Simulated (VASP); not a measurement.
# AlN (o.bB) (F-43m) in VASP: a series of runs, part 2 of 2

VASP 6.6.1. The steps go on from the part before.

## 3. Single point, PBE

This run uses another cell than the first one, of 10.67 Å³/atom, 1.016 times its volume.

The input, INCAR:

```
PREC = Accurate
ENCUT = 600
EDIFF = 1E-6
ISMEAR = 0
SIGMA = 0.02
LREAL = F
LASPH = T
NELM = 120
ALGO = Normal
ISIF = 2
LWAVE = F
LCHARG = F
GGA = PE
NBANDS = 11
GGA_COMPAT = F
```

The input, KPOINTS:

```
regular mesh
0
Gamma
  10 10 10
```

The input, POSCAR:

```
AlN
1.0
    0.0000000000      2.2012621090      2.2012621090
    2.2012621090      0.0000000000      2.2012621090
    2.2012621090      2.2012621090      0.0000000000
Al N
1 1
Direct
    0.0000000000      0.0000000000      0.0000000000
    0.2500000000      0.2500000000      0.2500000000
```

Potentials or basis: VASP PAW PBE potentials, release 64 (Al, N).

On the command line:

```console
$ cat potpaw_PBE.64/Al/POTCAR potpaw_PBE.64/N/POTCAR > POTCAR
$ mpirun -np 1 vasp_std > vasp.out
```

OUTCAR:

```text
PREC = Accurate
   ENCUT = 600
   EDIFF = 1E-6
   ISMEAR = 0
   LREAL = F
   LASPH = T
   NELM = 120
   ISIF = 2
   GGA = PE

 ion  position               nearest neighbor table
   1  0.000  0.000  0.000-   2 1.91   2 1.91   2 1.91   2 1.91
   2  0.250  0.250  0.250-   1 1.91   1 1.91   1 1.91   1 1.91

  LATTYP: Found a face centered cubic cell.
 ALAT       =     4.4025242180

  Lattice vectors:

 A1 = (   0.0000000000,   2.2012621090,   2.2012621090)
 A2 = (   2.2012621090,   0.0000000000,   2.2012621090)
 A3 = (   2.2012621090,   2.2012621090,   0.0000000000)

Analysis of symmetry for initial positions (statically):
=====================================================================
 Subroutine PRICEL returns:
 Original cell was already a primitive cell.

 Routine SETGRP: Setting up the symmetry group for a
 face centered cubic supercell.

 Subroutine GETGRP returns: Found 24 space group operations
 (whereof 24 operations were pure point group operations)
 out of a pool of 48 trial point group operations.

The static configuration has the point symmetry T_d .

Analysis of symmetry for dynamics (positions and initial velocities):
=====================================================================
 Subroutine PRICEL returns:
 Original cell was already a primitive cell.

 Routine SETGRP: Setting up the symmetry group for a
 face centered cubic supercell.

 Subroutine GETGRP returns: Found 24 space group operations
 (whereof 24 operations were pure point group operations)
 out of a pool of 48 trial point group operations.

The dynamic configuration has the point symmetry T_d .

 Subroutine INISYM returns: Found 24 space group operations
 (whereof 24 operations are pure point group operations),
 and found     1 'primitive' translations

----------------------------------------------------------------------------------------

                                     Primitive cell

  volume of cell :      21.3327

[... 111 lines left out ...]
  Thomas-Fermi vector in A             =   2.316855
   LORBIT       =      0    0 simple, 1 ext, 2 COOP (PROOUT), +10 PAW based schemes
   GGA     = PE    functional components
   LHFCALC =     F    Hartree Fock is set to
   AEXX    =    0.0000 exact exchange contribution
   IVDW    =     0    specifies the selected vdW correction
   LEPSILON=     F    determine dielectric tensor
   LRPA    =     F    only Hartree local field effects (RPA)
 non-spin polarized calculation
 Gauss-broadening in eV      SIGMA  =   0.02
  energy-cutoff  :      600.00
  volume of cell :       21.33
 maximum number of plane-waves:       728
 NGX is ok and might be reduce to    28
   NGX = 13   NGY = 13   NGZ = 13

 number of electron       8.0000000 magnetization

 Free energy of the ion-electron system (eV)
  ---------------------------------------------------
  ext. energy  EPLUGINS =         0.00000000
  ---------------------------------------------------
  free energy    TOTEN  =       -14.84893361 eV

  energy without entropy =      -14.84893361  energy(sigma->0) =      -14.84893361

 E-fermi :   5.9343     XC(G=0): -10.8312

 val. band max:        5.7490325370   @ k =   0.0000   0.0000   0.0000
 cond. band min:       9.0543791516   @ k =   0.5000   0.5000   0.0000
 fundamental gap:      3.3053466146
 Fermi energy:         5.9342890043

 k-point     1 :       0.0000    0.0000    0.0000
  band No.  band energies     occupation
      1      -9.0968      2.00000
      2       5.7490      2.00000
      3       5.7490      2.00000
      4       5.7490      2.00000
      5       9.7374      0.00000
      6      18.0771      0.00000
      7      18.0771      0.00000
      8      18.0771      0.00000
      9      23.2490      0.00000
     10      23.2490      0.00000
     11      24.6053      0.00000
[... 309 lines left out ...]
 k-point    24 :       0.4000    0.3000    0.0000
  band No.  band energies     occupation
      1      -7.1536      2.00000
      2       1.6480      2.00000
      3       4.0727      2.00000
      4       4.3658      2.00000
      5      10.6120      0.00000
      6      15.1241      0.00000
      7      17.7243      0.00000
      8      20.0788      0.00000
      9      20.5706      0.00000
     10      26.7917      0.00000
     11      28.9054      0.00000

 [... further k-points ...]
[... 5 lines left out ...]
  --------------------------------------------------------------------------------------
  -------------------------------------------------------------------------------------
  Total       -0.0431128     -0.0431128     -0.0431128      0.0000000      0.0000000      0.0000000
  in kB       -3.2379627     -3.2379627     -3.2379627      0.0000000      0.0000000      0.0000000
  external PRESSURE =      -3.2379627 kB  Pullay stress =       0.0000000 kB

 VOLUME and BASIS-vectors are now :
 -----------------------------------------------------------------------------
  energy-cutoff  :      600.00
  volume of cell :       21.33
      direct lattice vectors                 reciprocal lattice vectors
     0.000000000  2.201262109  2.201262109    -0.227142419  0.227142419  0.227142419
     2.201262109  0.000000000  2.201262109     0.227142419 -0.227142419  0.227142419
     2.201262109  2.201262109  0.000000000     0.227142419  0.227142419 -0.227142419

 POSITION                                       TOTAL-FORCE (eV/Angst)
 -----------------------------------------------------------------------------------
      0.00000      0.00000      0.00000        -0.000000     -0.000000     -0.000000
      1.10063      1.10063      1.10063         0.000000      0.000000      0.000000
 -----------------------------------------------------------------------------------
    total drift:                                0.000000      0.000000      0.000000

  FREE ENERGIE OF THE ION-ELECTRON SYSTEM (eV)
  ---------------------------------------------------
  free  energy   TOTEN  =       -14.8489336146 eV

  energy  without entropy=      -14.8489336146  energy(sigma->0) =      -14.84893361
```

OSZICAR:

```text
N       E                     dE             d eps       ncg     rms          rms(c)
DAV:   1     0.161936791877E+02    0.16194E+02   -0.40492E+03  1034   0.687E+02
DAV:   2    -0.159528312283E+02   -0.32147E+02   -0.30763E+02  1248   0.151E+02
DAV:   3    -0.171786568625E+02   -0.12258E+01   -0.12239E+01  1294   0.292E+01
DAV:   4    -0.171856157949E+02   -0.69589E-02   -0.69583E-02  1196   0.235E+00
DAV:   5    -0.171857045163E+02   -0.88721E-04   -0.88721E-04  1256   0.262E-01    0.851E+00
DAV:   6    -0.148572031416E+02    0.23285E+01   -0.11951E+01  1277   0.180E+01    0.278E+00
DAV:   7    -0.148554542523E+02    0.17489E-02   -0.16248E-01  1160   0.317E+00    0.201E+00
DAV:   8    -0.148504382838E+02    0.50160E-02   -0.29832E-02  1124   0.173E+00    0.595E-01
DAV:   9    -0.148488872901E+02    0.15510E-02   -0.42329E-03  1273   0.415E-01    0.234E-01
DAV:  10    -0.148489248149E+02   -0.37525E-04   -0.53968E-04  1130   0.152E-01    0.194E-02
DAV:  11    -0.148489337254E+02   -0.89104E-05   -0.18053E-05  1208   0.297E-02    0.164E-02
DAV:  12    -0.148489336146E+02    0.11075E-06   -0.66692E-07   757   0.654E-03
   1 F= -.14848934E+02 E0= -.14848934E+02  d E =-.184938E-41
```

stdout:

```text
POSCAR found type information on POSCAR AlN
 POSCAR found :  2 types and       2 ions
 scaLAPACK will be used
 LDA part: xc-table for (Slater+PW92), standard interpolation
 POSCAR, INCAR and KPOINTS ok, starting setup
 FFT: planning ... GRIDC
 FFT: planning ... GRID_SOFT
 FFT: planning ... GRID
 WAVECAR not read
 entering main loop
```

Wall time 15 s (1 thread of Intel Xeon 6975P-C, shared host); peak memory 0.15 GiB.

What came out:

- Free energy: -14.8489 eV
- Pressure: -0.3 GPa
- Band gap on the k mesh: 3.31 eV, indirect (least direct gap 3.99 eV)

A k mesh can miss the band edges. As with any semilocal functional, this PBE gap is likely too small.

## 4. Single point, PBE

This run uses another cell than the first one, of 10.67 Å³/atom, 1.016 times its volume.

INCAR is that of step 3.

KPOINTS is that of step 3.

The input, POSCAR:

```
AlN
1.0
    0.0000000000      2.2012621092      2.2012621092
    2.2012621092      0.0000000000      2.2012621092
    2.2012621092      2.2012621092      0.0000000000
Al N
1 1
Direct
    0.0000000000      0.0000000000      0.0000000000
    0.2500000000      0.2500000000      0.2500000000
```

On the command line:

```console
$ cat potpaw_PBE.64/Al/POTCAR potpaw_PBE.64/N/POTCAR > POTCAR
$ mpirun -np 1 vasp_std > vasp.out
```

It took 16 s on 1 thread of Intel Xeon 6975P-C, shared host; peak memory 0.15 GiB.

It converged, with:

| Property | Result |
| --- | --- |
| Free energy | -14.8489 eV |
| Pressure | -0.3 GPa |
| Band gap on the k mesh | 3.31 eV, indirect (least direct gap 3.99 eV) |

Levels at points of the mesh, in eV from the valence-band top:
```
           k point  band 1  band 2  band 3  band 4  band 5  band 6  band 7  band 8
(0.00, 0.00, 0.00)  -14.85    0.00    0.00    0.00    3.99   12.33   12.33   12.33
(0.50, 0.00, 0.00)  -12.87   -5.76   -0.48   -0.48    7.17    9.70   11.00   11.00
(0.50, 0.50, 0.00)  -12.25   -4.83   -1.75   -1.75    3.31    8.47   13.64   15.44
```

A k mesh can miss the band edges. As with any semilocal functional, this PBE gap is likely too small.
